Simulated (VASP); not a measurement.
# CeO2 (Fm-3m) in VASP: further runs

Runs on CeO2. Level: r2SCAN. Tasks: single point, relaxation of cell and atoms.

Program: VASP 6.6.1. These are calculated values, not measurements. Logs are shortened: lines on timing, memory, paths and dates and some standing lists are left out, and cuts for length are marked.

## 1. The cell of the first run

It takes space group Fm-3m (No. 225, cubic). Conventional cell: a = 5.407 Å, b = 5.407 Å, c = 5.407 Å, α = 90.00°, β = 90.00°, γ = 90.00°. Within 3.1 Å of Ce (site symmetry m-3m) lie 8 O at 2.34 Å. O (site symmetry -43m) has 4 Ce at 2.34 Å and 6 O at 2.70 Å within 3.1 Å.

## 2. Single point, r2SCAN

The input, POSCAR:

```
CeO2
1.0
    0.0000000000      2.7036500000      2.7036500000
    2.7036500000      0.0000000000      2.7036500000
    2.7036500000      2.7036500000      0.0000000000
Ce O
1 2
Direct
    0.0000000000      0.0000000000      0.0000000000
    0.2500000000      0.2500000000      0.2500000000
    0.7500000000      0.7500000000      0.7500000000
```

The input, INCAR.step1:

```
SYSTEM = CeO2
PREC = Accurate ; ENCUT = 520
ISMEAR = 0 ; SIGMA = 0.1
LREAL = .False. ; LASPH = .True.
NELM = 60 ; NBANDS = 19
GGA = PE ; ALGO = Normal
EDIFF = 1E-4 ; LWAVE = .True.
LCHARG = .False.
```

The input, INCAR.step2:

```
SYSTEM = CeO2
PREC = Accurate ; ENCUT = 520
EDIFF = 1E-6 ; ISMEAR = 0
SIGMA = 0.1 ; LREAL = .False.
LASPH = .True. ; NELM = 60
ALGO = Normal ; ISIF = 2
LWAVE = .False. ; LCHARG = .True.
METAGGA = R2SCAN ; LMIXTAU = .True.
LELF = .True. ; LVHAR = .True.
NBANDS = 19 ; ISTART = 1
```

The input, KPOINTS:

```
Automatic mesh
0
Gamma
  6 6 6
  0 0 0
```

Potentials or basis: VASP PAW PBE potentials, release 64 (Ce, O).

Launch:

```bash
cat potpaw_PBE.64/Ce/POTCAR potpaw_PBE.64/O/POTCAR > POTCAR
cp INCAR.step1 INCAR
mpirun -np 1 vasp_std > vasp.out
cp INCAR.step2 INCAR
mpirun -np 1 vasp_std > vasp.out
```

OUTCAR:

```text
SYSTEM = CeO2
   PREC = Accurate
   ENCUT = 520
   EDIFF = 1E-6
   ISMEAR = 0
   LREAL = .False.
   LASPH = .True.
   NELM = 60
   ISIF = 2
   METAGGA = R2SCAN
   ISTART = 1

 ion  position               nearest neighbor table
   1  0.000  0.000  0.000-   3 2.34   3 2.34   3 2.34   2 2.34   3 2.34   2 2.34   2 2.34   2 2.34

   2  0.250  0.250  0.250-   1 2.34   1 2.34   1 2.34   1 2.34
   3  0.750  0.750  0.750-   1 2.34   1 2.34   1 2.34   1 2.34

  LATTYP: Found a face centered cubic cell.
 ALAT       =     5.4073000000

  Lattice vectors:

 A1 = (   0.0000000000,   2.7036500000,   2.7036500000)
 A2 = (   2.7036500000,   0.0000000000,   2.7036500000)
 A3 = (   2.7036500000,   2.7036500000,   0.0000000000)

Analysis of symmetry for initial positions (statically):
=====================================================================
 Subroutine PRICEL returns:
 Original cell was already a primitive cell.

 Routine SETGRP: Setting up the symmetry group for a
 face centered cubic supercell.

 Subroutine GETGRP returns: Found 48 space group operations
 (whereof 48 operations were pure point group operations)
 out of a pool of 48 trial point group operations.

The static configuration has the point symmetry O_h .

Analysis of symmetry for dynamics (positions and initial velocities):
=====================================================================
 Subroutine PRICEL returns:
 Original cell was already a primitive cell.

 Routine SETGRP: Setting up the symmetry group for a
 face centered cubic supercell.

 Subroutine GETGRP returns: Found 48 space group operations
 (whereof 48 operations were pure point group operations)
 out of a pool of 48 trial point group operations.

The dynamic configuration has the point symmetry O_h .

 Subroutine INISYM returns: Found 48 space group operations
 (whereof 48 operations are pure point group operations),
 and found     1 'primitive' translations

----------------------------------------------------------------------------------------

                                     Primitive cell

  volume of cell :      39.5259

  direct lattice vectors                    reciprocal lattice vectors
     0.000000000  2.703650000  2.703650000    -0.184935180  0.184935180  0.184935180
     2.703650000  0.000000000  2.703650000     0.184935180 -0.184935180  0.184935180
     2.703650000  2.703650000  0.000000000     0.184935180  0.184935180 -0.184935180

  length of vectors
     3.823538498  3.823538498  3.823538498     0.320317128  0.320317128  0.320317128

  position of ions in fractional coordinates (direct lattice)
     0.000000000  0.000000000  0.000000000
     0.250000000  0.250000000  0.250000000
     0.750000000  0.750000000  0.750000000

  ion indices of the primitive-cell ions
   primitive index   ion index
                 1           1
                 2           2
                 3           3

----------------------------------------------------------------------------------------

 KPOINTS: Automatic mesh

Automatic generation of k-mesh.
 Grid dimensions read from file:
 generate k-points for:    6    6    6

 Generating k-lattice:

  Cartesian coordinates                     Fractional coordinates (reciprocal lattice)
    -0.030822530  0.030822530  0.030822530     0.166666667  0.000000000  0.000000000
     0.030822530 -0.030822530  0.030822530     0.000000000  0.166666667  0.000000000
     0.030822530  0.030822530 -0.030822530     0.000000000  0.000000000  0.166666667

  Length of vectors
     0.053386188  0.053386188  0.053386188

  Shift w.r.t. Gamma in fractional coordinates (k-lattice)
     0.000000000  0.000000000  0.000000000

 Subroutine IBZKPT returns following result:
 ===========================================

 Found     16 irreducible k-points:

 Following reciprocal coordinates:
            Coordinates               Weight
  0.000000  0.000000  0.000000      1.000000
  0.166667  0.000000  0.000000      8.000000
  0.333333  0.000000  0.000000      8.000000
  0.500000  0.000000  0.000000      4.000000
  0.166667  0.166667  0.000000      6.000000
  0.333333  0.166667  0.000000     24.000000
[... 8 lines left out ...]
 -0.333333  0.333333  0.166667     24.000000
 -0.333333  0.500000  0.166667     12.000000
   k-points           NKPTS =     16   k-points in BZ     NKDIM =     16   number of bands    NBANDS=     19
   number of dos      NEDOS =    301   number of ions     NIONS =      3
   total plane-waves  NPLWV =  21952
   dimension x,y,z NGX =    28 NGY =   28 NGZ =   28
   dimension x,y,z NGXF=    56 NGYF=   56 NGZF=   56
   ions per type =               1   2
   NGX,Y,Z   is equivalent  to a cutoff of  12.17, 12.17, 12.17 a.u.
   NGXF,Y,Z  is equivalent  to a cutoff of  24.35, 24.35, 24.35 a.u.
 SYSTEM =  CeO2
   PREC   = accura    normal or accurate (medium, high low for compatibility)
   ISTART =      1    job   : 0-new  1-cont  2-samecut
   ICHARG =      0    charge: 1-file 2-atom 10-const
   ISPIN  =      1    spin polarized calculation?
   LNONCOLLINEAR =      F non collinear calculations
   LSORBIT =      F    spin-orbit coupling
   LASPH  =      T    aspherical Exc in radial PAW
   ENCUT  =  520.0 eV  38.22 Ry    6.18 a.u.   7.11  7.11  7.11*2*pi/ulx,y,z
   NELM   =     60;   NELMIN=  2; NELMDL=  0     # of ELM steps
   EDIFF  = 0.1E-05   stopping-criterion for ELM
   LREAL  =      F    real-space projection
   EDIFFG = 0.1E-04   stopping-criterion for IOM
   NSW    =      0    number of steps for IOM
   IBRION =     -1    ionic relax: 0-MD 1-quasi-New 2-CG
   NFREE  =      0    steps in history (QN), initial steepest desc. (CG)
   ISIF   =      2    stress and relaxation
   ISYM   =      2    0-nonsym 1-usesym 2-fastsym
   POTIM  = 0.5000    time-step for ionic-motion
   TEBEG  =    0.0;   TEEND  =   0.0 temperature during run
   PSTRESS=    0.0 pullay stress
   NELECT =      24.0000    total number of electrons
   NUPDOWN=      -1.0000    fix difference up-down
   EMIN   =  10.00;   EMAX   =-10.00  energy-range for DOS
   EFERMI =   0.00;   METHOD = LEGACY
   ISMEAR =     0;   SIGMA  =   0.10  broadening in eV -4-tet -1-fermi 0-gaus
   EFERMI_NEDOS =   21; number of points for ismear=-14 and -15
   IALGO  =     38    algorithm
   IMIX   =      4    mixing-type and parameters
     AMIX     =   0.40;   BMIX     =  1.00
     AMIX_MAG =   1.60;   BMIX_MAG =  1.00
  volume/ion in A,a.u.               =      13.18        88.91
  Fermi-wavevector in a.u.,A,eV,Ry     =   1.386282  2.619692 26.147357  1.921777
  Thomas-Fermi vector in A             =   2.510612
   LORBIT       =      0    0 simple, 1 ext, 2 COOP (PROOUT), +10 PAW based schemes
   METAGGA = R2SCAN    functional components
   LHFCALC =     F    Hartree Fock is set to
   AEXX    =    0.0000 exact exchange contribution
   IVDW    =     0    specifies the selected vdW correction
   LEPSILON=     F    determine dielectric tensor
   LRPA    =     F    only Hartree local field effects (RPA)
 non-spin polarized calculation
 Gauss-broadening in eV      SIGMA  =   0.10
  energy-cutoff  :      520.00
  volume of cell :       39.53
 maximum number of plane-waves:      1090
   NGX = 15   NGY = 15   NGZ = 15

 number of electron      23.9999995 magnetization

 Free energy of the ion-electron system (eV)
  ---------------------------------------------------
  ext. energy  EPLUGINS =         0.00000000
  ---------------------------------------------------
  free energy    TOTEN  =       -54.02493008 eV

  energy without entropy =      -54.02493008  energy(sigma->0) =      -54.02493008

 E-fermi :   5.4431     XC(G=0): -12.0703

 val. band max:        4.9868327129   @ k =   0.5000   0.3333   0.1667
 cond. band min:       7.3233883465   @ k =   0.5000   0.0000   0.0000
 fundamental gap:      2.3365556336
 Fermi energy:         5.4430561662

 k-point     1 :       0.0000    0.0000    0.0000
  band No.  band energies     occupation
      1     -28.4397      2.00000
      2     -12.2013      2.00000
      3     -11.3095      2.00000
      4     -10.0616      2.00000
      5     -10.0616      2.00000
      6     -10.0616      2.00000
[... 11 lines left out ...]
     18       8.3278      0.00000
     19       8.3278      0.00000

 k-point     2 :       0.1667    0.0000    0.0000
  band No.  band energies     occupation
      1     -28.3843      2.00000
      2     -12.9501      2.00000
      3     -11.5161      2.00000
      4     -10.1255      2.00000
      5     -10.1255      2.00000
      6      -9.2746      2.00000
[... 11 lines left out ...]
     18       8.1973      0.00000
     19       8.1974      0.00000

 k-point     3 :       0.3333    0.0000    0.0000
  band No.  band energies     occupation
      1     -28.2707      2.00000
      2     -13.9058      2.00000
      3     -11.9205      2.00000
      4     -10.2483      2.00000
      5     -10.2483      2.00000
      6      -8.1738      2.00000
[... 11 lines left out ...]
     18       8.1586      0.00000
     19       8.1586      0.00000

 k-point     4 :       0.5000    0.0000    0.0000
  band No.  band energies     occupation
      1     -28.2122      2.00000
      2     -14.2880      2.00000
      3     -12.1011      2.00000
      4     -10.3074      2.00000
      5     -10.3074      2.00000
      6      -7.7066      2.00000
[... 231 lines left out ...]
     18       7.9180      0.00000
     19       8.2983      0.00000

 k-point    15 :      -0.3333    0.3333    0.1667
  band No.  band energies     occupation
      1     -28.1547      2.00000
      2     -13.9458      2.00000
      3     -13.5102      2.00000
      4     -10.5655      2.00000
      5      -8.7374      2.00000
      6      -8.2450      2.00000
[... 11 lines left out ...]
     18       7.9076      0.00000
     19       8.4463      0.00000

 k-point    16 :      -0.3333    0.5000    0.1667
  band No.  band energies     occupation
      1     -28.1352      2.00000
      2     -14.2653      2.00000
      3     -13.1997      2.00000
      4     -10.6912      2.00000
      5      -9.2689      2.00000
      6      -7.6408      2.00000
[... 11 lines left out ...]
     18       7.9501      0.00000
     19       8.5645      0.00000

------------------------ aborting loop because EDIFF is reached ----------------------------------------

  FORCE on cell =-STRESS in cart. coord.  units (eV):
  Direction    XX          YY          ZZ          XY          YZ          ZX
  --------------------------------------------------------------------------------------
  -------------------------------------------------------------------------------------
  Total        0.7528066      0.7528066      0.7528066      0.0000000      0.0000000      0.0000000
  in kB       30.5149451     30.5149451     30.5149451      0.0000000      0.0000000      0.0000000
  external PRESSURE =      30.5149451 kB  Pullay stress =       0.0000000 kB

 VOLUME and BASIS-vectors are now :
 -----------------------------------------------------------------------------
  energy-cutoff  :      520.00
  volume of cell :       39.53
      direct lattice vectors                 reciprocal lattice vectors
     0.000000000  2.703650000  2.703650000    -0.184935180  0.184935180  0.184935180
     2.703650000  0.000000000  2.703650000     0.184935180 -0.184935180  0.184935180
     2.703650000  2.703650000  0.000000000     0.184935180  0.184935180 -0.184935180

 POSITION                                       TOTAL-FORCE (eV/Angst)
 -----------------------------------------------------------------------------------
      0.00000      0.00000      0.00000        -0.000000     -0.000000     -0.000000
      1.35183      1.35183      1.35183        -0.000000      0.000000     -0.000000
      4.05548      4.05548      4.05548         0.000000     -0.000000      0.000000
 -----------------------------------------------------------------------------------
    total drift:                                0.000000      0.000000      0.000000

  FREE ENERGIE OF THE ION-ELECTRON SYSTEM (eV)
  ---------------------------------------------------
  free  energy   TOTEN  =       -54.0249300798 eV

  energy  without entropy=      -54.0249300798  energy(sigma->0) =      -54.02493008
```

It took 52 s on 1 thread of AMD EPYC 9R45 (Zen 5), shared host; peak memory 0.15 GiB.

Results:

```yaml
Free_energy: -54.0249 eV
Pressure: 3.1 GPa
Band_gap_on_the_k_mesh: 2.34 eV (least direct gap 2.42 eV)
```

Levels at points of the mesh, in eV from the valence-band top:
```tsv
k point	band 10	band 11	band 12	band 13	band 14	band 15
(0.00, 0.00, 0.00)	-0.51	-0.51	-0.51	2.76	2.76	2.76
(0.50, 0.00, 0.00)	-1.10	-0.68	-0.68	2.34	2.57	2.57
(0.50, 0.50, 0.00)	-0.72	-0.72	-0.52	2.47	2.49	2.49
```

Caveat: the cell stands under pressure; the PAW data sets were made with another functional, which shifts forces and pressure a little; spin-orbit coupling is left out, which moves the levels of the heavy elements; semilocal functionals describe open f shells poorly, which spoils levels, moments and volumes.

(Part 1 of 2 ends here.)
